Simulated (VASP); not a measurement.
# Be3Au (I4/mmm) in VASP: notebook

Be3Au is run at these levels: PBE; tasks: single point, relaxation of cell and atoms.

Everything below comes from runs of VASP 6.6.1. Logs are shortened: lines on timing, memory, paths and dates and some standing lists are left out, and cuts for length are marked.

### Step 1. The cell of the first run

Symmetry: I4/mmm, No. 139, tetragonal system. Conventional cell: a = 3.490 Å, b = 3.490 Å, c = 6.953 Å, α = 90.00°, β = 90.00°, γ = 90.00°. Within 3.3 Å of Be (site symmetry 4/mmm) lie 8 Be at 2.46 Å and 4 Au at 2.47 Å. Within 3.3 Å of Be (site symmetry -4m2) lie 8 Be at 2.46 to 2.47 Å and 4 Au at 2.46 Å. Au (site symmetry 4/mmm) has 12 Be at 2.46 to 2.47 Å within 3.3 Å.

### Step 2. Single point, PBE

Contents of INCAR:

```
SYSTEM = Be3Au
ALGO     = Normal         ! electronic algorithm
EDIFF    = 1E-6           ! SCF threshold, eV
ENCUT    = 520            ! plane-wave cutoff, eV
GGA      = PE             ! functional
ISIF     = 2              ! what is computed and relaxed
ISMEAR   = 0              ! smearing method
LASPH    = .TRUE.         ! aspherical terms in the spheres
LCHARG   = .TRUE.         ! write CHGCAR
LELF     = .TRUE.         ! ELF
LREAL    = .FALSE.        ! projectors in reciprocal space
LVHAR    = .TRUE.       
LWAVE    = .FALSE.        ! write WAVECAR
NBANDS   = 16             ! bands
NELM     = 60             ! most SCF steps
PREC     = Accurate       ! precision mode
SIGMA    = 0.1            ! smearing width, eV
```

Contents of KPOINTS:

```
k-points
0
G
  8 8 8
  0 0 0
```

Contents of POSCAR:

```
Be3Au
1.0
   -1.7450845035      1.7450845035      3.4762891744
    1.7450845035     -1.7450845035      3.4762891744
    1.7450845035      1.7450845035     -3.4762891744
Be Au
3 1
Direct
    0.5000000000      0.5000000000      0.0000000000
    0.2500000000      0.7500000000      0.5000000000
    0.7500000000      0.2500000000      0.5000000000
    0.0000000000      0.0000000000      0.0000000000
```

Potentials or basis: VASP PAW PBE potentials, release 64 (Be, Au).

Launch:

```sh
> cat potpaw_PBE.64/Be/POTCAR potpaw_PBE.64/Au/POTCAR > POTCAR
> mpirun -np 1 vasp_std > vasp.out
```

OUTCAR:

```text
SYSTEM = Be3Au
   EDIFF = 1E-6
   ENCUT = 520
   GGA = PE
   ISIF = 2
   ISMEAR = 0
   LASPH = .TRUE.
   LREAL = .FALSE.
   NELM = 60
   PREC = Accurate

 ion  position               nearest neighbor table
   1  0.500  0.500  0.000-   4 2.47   4 2.47   4 2.47   4 2.47
   2  0.250  0.750  0.500-   4 2.46   4 2.46   4 2.46   4 2.46
   3  0.750  0.250  0.500-   4 2.46   4 2.46   4 2.46   4 2.46
   4  0.000  0.000  0.000-   3 2.46   2 2.46   2 2.46   3 2.46   2 2.46   3 2.46   3 2.46   2 2.46
                             1 2.47   1 2.47   1 2.47   1 2.47

  LATTYP: Found a body centered tetragonal cell.
 ALAT       =     3.4901690070
 C/A-ratio  =     1.9920463264

  Lattice vectors:

 A1 = (  -1.7450845035,   1.7450845035,   3.4762891744)
 A2 = (   1.7450845035,  -1.7450845035,   3.4762891744)
 A3 = (   1.7450845035,   1.7450845035,  -3.4762891744)

Analysis of symmetry for initial positions (statically):
=====================================================================
 Subroutine PRICEL returns:
 Original cell was already a primitive cell.

 Routine SETGRP: Setting up the symmetry group for a
 body centered tetragonal supercell.

 Subroutine GETGRP returns: Found 16 space group operations
 (whereof 16 operations were pure point group operations)
 out of a pool of 16 trial point group operations.

The static configuration has the point symmetry D_4h.

Analysis of symmetry for dynamics (positions and initial velocities):
=====================================================================
 Subroutine PRICEL returns:
 Original cell was already a primitive cell.

 Routine SETGRP: Setting up the symmetry group for a
 body centered tetragonal supercell.

 Subroutine GETGRP returns: Found 16 space group operations
 (whereof 16 operations were pure point group operations)
 out of a pool of 16 trial point group operations.

The dynamic configuration has the point symmetry D_4h.

 Subroutine INISYM returns: Found 16 space group operations
 (whereof 16 operations are pure point group operations),
 and found     1 'primitive' translations

----------------------------------------------------------------------------------------

                                     Primitive cell

  volume of cell :      42.3457

  direct lattice vectors                    reciprocal lattice vectors
    -1.745084503  1.745084503  3.476289174     0.000000000  0.286519076  0.143831533
     1.745084503 -1.745084503  3.476289174     0.286519076  0.000000000  0.143831533
     1.745084503  1.745084503 -3.476289174     0.286519076  0.286519076  0.000000000

  length of vectors
     4.263241287  4.263241287  4.263241287     0.320594278  0.320594278  0.405199164

  position of ions in fractional coordinates (direct lattice)
     0.500000000  0.500000000  0.000000000
     0.250000000  0.750000000  0.500000000
     0.750000000  0.250000000  0.500000000
     0.000000000  0.000000000  0.000000000

  ion indices of the primitive-cell ions
   primitive index   ion index
                 1           1
                 2           2
                 3           3
                 4           4

----------------------------------------------------------------------------------------

 KPOINTS: k-points

Automatic generation of k-mesh.
 Grid dimensions read from file:
 generate k-points for:    8    8    8

 Generating k-lattice:

  Cartesian coordinates                     Fractional coordinates (reciprocal lattice)
     0.000000000  0.035814885  0.017978942     0.125000000  0.000000000  0.000000000
     0.035814885  0.000000000  0.017978942     0.000000000  0.125000000  0.000000000
     0.035814885  0.035814885  0.000000000     0.000000000  0.000000000  0.125000000

  Length of vectors
     0.040074285  0.040074285  0.050649895

  Shift w.r.t. Gamma in fractional coordinates (k-lattice)
     0.000000000  0.000000000  0.000000000

 Subroutine IBZKPT returns following result:
 ===========================================

 Found     59 irreducible k-points:

 Following reciprocal coordinates:
            Coordinates               Weight
  0.000000  0.000000  0.000000      1.000000
  0.125000  0.000000  0.000000      8.000000
  0.250000  0.000000  0.000000      8.000000
  0.375000 -0.000000  0.000000      8.000000
  0.500000  0.000000  0.000000      4.000000
  0.125000  0.125000  0.000000      8.000000
[... 16 lines left out ...]
  0.250000  0.125000  0.125000     16.000000
  0.375000  0.125000  0.125000      8.000000
 [... further k-points ...]
   k-points           NKPTS =     59   k-points in BZ     NKDIM =     59   number of bands    NBANDS=     16
   number of dos      NEDOS =    301   number of ions     NIONS =      4
   total plane-waves  NPLWV =  32768
   dimension x,y,z NGX =    32 NGY =   32 NGZ =   32
   dimension x,y,z NGXF=    64 NGYF=   64 NGZF=   64
   ions per type =               3   1
   NGX,Y,Z   is equivalent  to a cutoff of  12.48, 12.48, 12.48 a.u.
   NGXF,Y,Z  is equivalent  to a cutoff of  24.96, 24.96, 24.96 a.u.
 SYSTEM =  Be3Au
   PREC   = accura    normal or accurate (medium, high low for compatibility)
   ISTART =      0    job   : 0-new  1-cont  2-samecut
   ICHARG =      2    charge: 1-file 2-atom 10-const
   ISPIN  =      1    spin polarized calculation?
   LNONCOLLINEAR =      F non collinear calculations
   LSORBIT =      F    spin-orbit coupling
   LASPH  =      T    aspherical Exc in radial PAW
   ENCUT  =  520.0 eV  38.22 Ry    6.18 a.u.   7.93  7.93  7.93*2*pi/ulx,y,z
   NELM   =     60;   NELMIN=  2; NELMDL= -5     # of ELM steps
   EDIFF  = 0.1E-05   stopping-criterion for ELM
   LREAL  =      F    real-space projection
   EDIFFG = 0.1E-04   stopping-criterion for IOM
   NSW    =      0    number of steps for IOM
   IBRION =     -1    ionic relax: 0-MD 1-quasi-New 2-CG
   NFREE  =      0    steps in history (QN), initial steepest desc. (CG)
   ISIF   =      2    stress and relaxation
   ISYM   =      2    0-nonsym 1-usesym 2-fastsym
   POTIM  = 0.5000    time-step for ionic-motion
   TEBEG  =    0.0;   TEEND  =   0.0 temperature during run
   PSTRESS=    0.0 pullay stress
   NELECT =      17.0000    total number of electrons
   NUPDOWN=      -1.0000    fix difference up-down
   EMIN   =  10.00;   EMAX   =-10.00  energy-range for DOS
   EFERMI =   0.00;   METHOD = LEGACY
   ISMEAR =     0;   SIGMA  =   0.10  broadening in eV -4-tet -1-fermi 0-gaus
   EFERMI_NEDOS =   21; number of points for ismear=-14 and -15
   IALGO  =     38    algorithm
   IMIX   =      4    mixing-type and parameters
     AMIX     =   0.40;   BMIX     =  1.00
     AMIX_MAG =   1.60;   BMIX_MAG =  1.00
  volume/ion in A,a.u.               =      10.59        71.44
  Fermi-wavevector in a.u.,A,eV,Ry     =   1.207688  2.282200 19.844248  1.458511
  Thomas-Fermi vector in A             =   2.343319
   LORBIT       =      0    0 simple, 1 ext, 2 COOP (PROOUT), +10 PAW based schemes
   GGA     = PE    functional components
   LHFCALC =     F    Hartree Fock is set to
   AEXX    =    0.0000 exact exchange contribution
   IVDW    =     0    specifies the selected vdW correction
   LEPSILON=     F    determine dielectric tensor
   LRPA    =     F    only Hartree local field effects (RPA)
 non-spin polarized calculation
 Gauss-broadening in eV      SIGMA  =   0.10
  energy-cutoff  :      520.00
  volume of cell :       42.35
 maximum number of plane-waves:      1168
   NGX = 15   NGY = 15   NGZ = 15

 number of electron      17.0000000 magnetization

 Free energy of the ion-electron system (eV)
  ---------------------------------------------------
  ext. energy  EPLUGINS =         0.00000000
  ---------------------------------------------------
  free energy    TOTEN  =       -14.79816295 eV

  energy without entropy =      -14.79435056  energy(sigma->0) =      -14.79625676

 E-fermi :   8.4447     XC(G=0): -11.3490

 val. band max:        8.4222180776   @ k =  -0.1250   0.1250   0.1250
 cond. band min:       8.4862538262   @ k =  -0.2500   0.1250   0.0000
 fundamental gap:      0.0640357486
 Fermi energy:         8.4447341815

 k-point     1 :       0.0000    0.0000    0.0000
  band No.  band energies     occupation
      1      -2.8472      2.00000
      2       1.2716      2.00000
      3       1.8202      2.00000
      4       1.8292      2.00000
      5       1.8292      2.00000
      6       2.7427      2.00000
[... 8 lines left out ...]
     15      15.2448      0.00000
     16      16.8528      0.00000

 k-point     2 :       0.1250    0.0000    0.0000
  band No.  band energies     occupation
      1      -2.6197      2.00000
      2       1.3249      2.00000
      3       1.6289      2.00000
      4       1.8936      2.00000
      5       1.8977      2.00000
      6       2.5918      2.00000
[... 8 lines left out ...]
     15      15.2457      0.00000
     16      16.5431      0.00000

 k-point     3 :       0.2500    0.0000    0.0000
  band No.  band energies     occupation
      1      -1.9693      2.00000
      2       1.2230      2.00000
      3       1.3929      2.00000
      4       2.0152      2.00000
      5       2.1688      2.00000
      6       2.3224      2.00000
[... 8 lines left out ...]
     15      15.5952      0.00000
     16      17.0811      0.00000

 k-point     4 :       0.3750   -0.0000    0.0000
  band No.  band energies     occupation
      1      -1.0537      2.00000
      2       0.9321      2.00000
      3       1.3987      2.00000
      4       1.8625      2.00000
      5       2.3777      2.00000
      6       2.5147      2.00000
[... 8 lines left out ...]
     15      16.5359      0.00000
     16      17.9112      0.00000

 k-point     5 :       0.5000    0.0000    0.0000
  band No.  band energies     occupation
      1      -0.5015      2.00000
      2       0.9153      2.00000
      3       1.3895      2.00000
      4       1.7595      2.00000
      5       2.4455      2.00000
      6       2.4544      2.00000
[... 8 lines left out ...]
     15      17.8594      0.00000
     16      18.1933      0.00000

 k-point     6 :       0.1250    0.1250    0.0000
  band No.  band energies     occupation
      1      -2.3056      2.00000
      2       1.3943      2.00000
      3       1.5450      2.00000
      4       1.8162      2.00000
      5       2.0194      2.00000
      6       2.4737      2.00000
[... 8 lines left out ...]
     15      15.5521      0.00000
     16      16.0656      0.00000
[... 267 lines left out ...]
 k-point    21 :       0.5000    0.5000    0.0000
  band No.  band energies     occupation
      1       0.1532      2.00000
      2       1.1110      2.00000
      3       1.9243      2.00000
      4       2.2760      2.00000
      5       3.3566      2.00000
      6       3.4026      2.00000
[... 8 lines left out ...]
     15      17.7603      0.00000
     16      20.1809      0.00000

 k-point    22 :       0.1250    0.1250    0.1250
  band No.  band energies     occupation
      1      -1.2721      2.00000
      2       1.4150      2.00000
      3       1.5064      2.00000
      4       1.7941      2.00000
      5       1.8670      2.00000
      6       2.3307      2.00000
[... 8 lines left out ...]
     15      17.2029      0.00000
     16      18.5043      0.00000

 k-point    23 :       0.2500    0.1250    0.1250
  band No.  band energies     occupation
      1      -0.3757      2.00000
      2       1.0520      2.00000
      3       1.5615      2.00000
      4       1.6787      2.00000
      5       2.3046      2.00000
      6       2.4707      2.00000
[... 8 lines left out ...]
     15      17.3344      0.00000
     16      18.1981      0.00000

 k-point    24 :       0.3750    0.1250    0.1250
  band No.  band energies     occupation
      1       0.2362      2.00000
      2       0.7644      2.00000
      3       1.5818      2.00000
      4       1.7437      2.00000
      5       2.2340      2.00000
      6       3.0521      2.00000
[... 8 lines left out ...]
     15      17.8566      0.00000
     16      18.5632      0.00000

 [... further k-points ...]
[... 5 lines left out ...]
  --------------------------------------------------------------------------------------
  -------------------------------------------------------------------------------------
  Total       -0.0210858     -0.0210858     -0.0388323      0.0000000     -0.0000000      0.0000000
  in kB       -0.7977965     -0.7977965     -1.4692486      0.0000000     -0.0000000      0.0000000
  external PRESSURE =      -1.0216139 kB  Pullay stress =       0.0000000 kB

 VOLUME and BASIS-vectors are now :
 -----------------------------------------------------------------------------
  energy-cutoff  :      520.00
  volume of cell :       42.35
      direct lattice vectors                 reciprocal lattice vectors
    -1.745084503  1.745084503  3.476289174     0.000000000  0.286519076  0.143831533
     1.745084503 -1.745084503  3.476289174     0.286519076  0.000000000  0.143831533
     1.745084503  1.745084503 -3.476289174     0.286519076  0.286519076  0.000000000

 POSITION                                       TOTAL-FORCE (eV/Angst)
 -----------------------------------------------------------------------------------
      0.00000      0.00000      3.47629         0.000000      0.000000      0.000000
      1.74508      0.00000      1.73814         0.000000     -0.000000     -0.000000
      0.00000      1.74508      1.73814        -0.000000      0.000000     -0.000000
      0.00000      0.00000      0.00000         0.000000      0.000000      0.000000
 -----------------------------------------------------------------------------------
    total drift:                                0.000000     -0.000000     -0.000000

  FREE ENERGIE OF THE ION-ELECTRON SYSTEM (eV)
  ---------------------------------------------------
  free  energy   TOTEN  =       -14.7981629513 eV

  energy  without entropy=      -14.7943505618  energy(sigma->0) =      -14.79625676
```

Run time: 48 s. Hardware: 1 thread of AMD EPYC 7R43 (Zen 3), shared host; peak memory 0.16 GiB.

What came out:

* Free energy: -14.7982 eV
* Pressure: -0.1 GPa

Caveat: spin-orbit coupling is left out, which moves the levels of the heavy elements.

### Step 3. Relaxation of cell and atoms, PBE

This run uses another cell than the first one, of 10.33 Å³/atom, 0.976 times its volume.

Contents of INCAR:

```
SYSTEM = Be3Au
ALGO = Normal ; EDIFF = 1E-7
EDIFFG = -0.04 ; ENCUT = 600
GGA = PE ; IBRION = 2
ISIF = 3 ; ISMEAR = 0
LASPH = .TRUE. ; LCHARG = .FALSE.
LREAL = .FALSE. ; LWAVE = .FALSE.
NELM = 80 ; NSW = 90
PREC = Accurate ; SIGMA = 0.1
```

KPOINTS is that of step 2.

Contents of POSCAR:

```
Be3Au
1.0
   -1.6662988824      1.6662988824      3.7221221789
    1.6662988824     -1.6662988824      3.7221221789
    1.6662988824      1.6662988824     -3.7221221789
Be Au
3 1
Direct
    0.5000000000      0.5000000000      0.0000000000
    0.2500000000      0.7500000000      0.5000000000
    0.7500000000      0.2500000000      0.5000000000
    0.0000000000      0.0000000000      0.0000000000
```

Potentials or basis: VASP PAW PBE potentials, release 64 (Be, Au).

Launch:

```sh
> cat potpaw_PBE.64/Be/POTCAR potpaw_PBE.64/Au/POTCAR > POTCAR
> mpirun -np 1 vasp_std > vasp.out
```

OUTCAR:

```text
SYSTEM = Be3Au
   EDIFF = 1E-7
   EDIFFG = -0.04
   ENCUT = 600
   GGA = PE
   IBRION = 2
   ISIF = 3
   ISMEAR = 0
   LASPH = .TRUE.
   LREAL = .FALSE.
   NELM = 80
   NSW = 90
   PREC = Accurate

 ion  position               nearest neighbor table
   1  0.500  0.500  0.000-   4 2.36   4 2.36   4 2.36   4 2.36
   2  0.250  0.750  0.500-   3 2.36   3 2.36   3 2.36   3 2.36   4 2.50   4 2.50   4 2.50   4 2.50

   3  0.750  0.250  0.500-   2 2.36   2 2.36   2 2.36   2 2.36   4 2.50   4 2.50   4 2.50   4 2.50

   4  0.000  0.000  0.000-   1 2.36   1 2.36   1 2.36   1 2.36   3 2.50   2 2.50   3 2.50   2 2.50
                             3 2.50   3 2.50   2 2.50   2 2.50

  LATTYP: Found a body centered tetragonal cell.
 ALAT       =     3.3325977648
 C/A-ratio  =     2.2337662338

  Lattice vectors:

 A1 = (  -1.6662988824,   1.6662988824,   3.7221221789)
[... 348 lines left out ...]
 fundamental gap:      0.0626065150
 Fermi energy:         8.4298309137

 k-point     1 :       0.0000    0.0000    0.0000
  band No.  band energies     occupation
      1      -2.8507      2.00000
      2       1.2677      2.00000
      3       1.8148      2.00000
      4       1.8148      2.00000
      5       1.8241      2.00000
      6       2.7334      2.00000
      7       6.7233      2.00000
      8      10.2739      0.00000
      9      10.2739      0.00000
     10      11.7062      0.00000
     11      11.7062      0.00000
     12      12.5742      0.00000
[... 331 lines left out ...]
 k-point    24 :       0.3750    0.1250    0.1250
  band No.  band energies     occupation
      1       0.2282      2.00000
      2       0.7605      2.00000
      3       1.5796      2.00000
      4       1.7342      2.00000
      5       2.2307      2.00000
      6       3.0444      2.00000
      7       3.6688      2.00000
      8       6.8073      2.00000
      9       7.5131      2.00000
     10      10.0962      0.00000
     11      10.8740      0.00000
     12      13.8652      0.00000

 [... further k-points ...]
[... 5 lines left out ...]
  --------------------------------------------------------------------------------------
  -------------------------------------------------------------------------------------
  Total       -0.0972145     -0.0972145      0.0159522      0.0000000     -0.0000000      0.0000000
  in kB       -3.6745685     -3.6745685      0.6029700      0.0000000     -0.0000000      0.0000000
  external PRESSURE =      -2.2487224 kB  Pullay stress =       0.0000000 kB
[... 19 lines left out ...]
  FREE ENERGIE OF THE ION-ELECTRON SYSTEM (eV)
  ---------------------------------------------------
  free  energy   TOTEN  =       -14.7976258851 eV

  energy  without entropy=      -14.7936832476  energy(sigma->0) =      -14.79565457

 reached required accuracy - stopping structural energy minimisation
```

CONTCAR:

```text
Be3Au
   1.00000000000000
    -1.7477900838155569    1.7477900838155569    3.4689388377433494
     1.7477900838155569   -1.7477900838155569    3.4689388377433494
     1.7477900838155569    1.7477900838155569   -3.4689388377433494
  Be              Au
     3     1
Direct
     0.5000000000000000    0.5000000000000000    0.0000000000000000
     0.2500000000000000    0.7500000000000000    0.5000000000000000
     0.7500000000000000    0.2500000000000000    0.5000000000000000
     0.0000000000000000    0.0000000000000000    0.0000000000000000

  0.00000000E+00  0.00000000E+00  0.00000000E+00
  0.00000000E+00  0.00000000E+00  0.00000000E+00
  0.00000000E+00  0.00000000E+00  0.00000000E+00
  0.00000000E+00  0.00000000E+00  0.00000000E+00
```

Run time: 3.8 min. Hardware: 1 thread of AMD EPYC 7R43 (Zen 3), shared host; peak memory 0.2 GiB.

What came out:

- Free energy: -14.7976 eV
- Relaxed volume: 10.60 Å³/atom
- Relaxed cell: a = 4.259 Å, b = 4.259 Å, c = 4.259 Å, α = 131.55°, β = 131.55°, γ = 70.94°
- Space group after relaxing (to 0.05 Å): I4/mmm (No. 139)
- Energy gained by relaxing: 54.0 meV/atom
- Ionic steps: 5
- Pressure after relaxing: -0.2 GPa

Stress tensor (GPa, compression positive):
```
-0.37  0.00  0.00
 0.00 -0.37  0.00
 0.00  0.00  0.06
```

Step by step:
| step | energy change (eV) | largest force (eV/Å) | pressure (GPa) | volume (Å³) |
| --- | --- | --- | --- | --- |
| 1 | 0.0000 | 0.0000 | 4.76 | 41.34 |
| 2 | -0.1724 | 0.0000 | -2.47 | 43.15 |
| 3 | -0.1847 | 0.0000 | -4.63 | 43.81 |
| 4 | -0.2157 | 0.0000 | 0.33 | 42.23 |
| 5 | -0.2161 | 0.0000 | -0.22 | 42.39 |

Final structure:
```
Be Au
1.0
    -1.74779    1.74779    3.46894
     1.74779   -1.74779    3.46894
     1.74779    1.74779   -3.46894
Be Au
3 1
Direct
  0.50000 0.50000 0.00000
  0.25000 0.75000 0.50000
  0.75000 0.25000 0.50000
  0.00000 0.00000 0.00000
```

Caveat: spin-orbit coupling is left out, which moves the levels of the heavy elements.
